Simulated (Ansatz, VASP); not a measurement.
**One calculation of Au, two programs**

```
Au
1.0
     5.30080    0.00000    0.00000
     0.00000    5.30080    0.00000
     0.00000    0.00000    5.30080
Au
8
Direct
  0.50000 0.50000 0.50000
  0.00000 0.00000 0.00000
  0.25000 0.00000 0.50000
  0.50000 0.25000 0.00000
  0.50000 0.75000 0.00000
  0.75000 0.00000 0.50000
  0.00000 0.50000 0.75000
  0.00000 0.50000 0.25000
```

Alike in both runs: functional PBE; k mesh 8 × 8 × 8; occupations gaussian, width 0.1 eV; no spin polarisation.

Ansatz relaxed the structure, and its values are those at the end. VASP's run is a single point on that final structure, the one shown.

```csv
,VASP,Ansatz
version,VASP 6.6.1,Ansatz 0.2.0
potentials or method,"VASP PAW PBE potentials, release 64 (Au), cutoff 520 eV","scalar-relativistic, plane waves, PAW"
valence electrons in the cell,88,152
```

|  | VASP | Ansatz | Ansatz less VASP |
| --- | --- | --- | --- |
| gap on the k mesh at the Fermi level (eV) | none | none | - |
| pressure (GPa) | -0.2 | 0.0 | +0.22 |

A gap of «none» marks a metal or a gap that the smearing closes. The functional is the same, so the differences come from potentials, cutoffs and numerics. VASP's potentials hold 88 valence electrons a cell and Ansatz's 152, so a difference there can come from the potentials and not from the codes.

Neither program's run includes spin-orbit coupling.
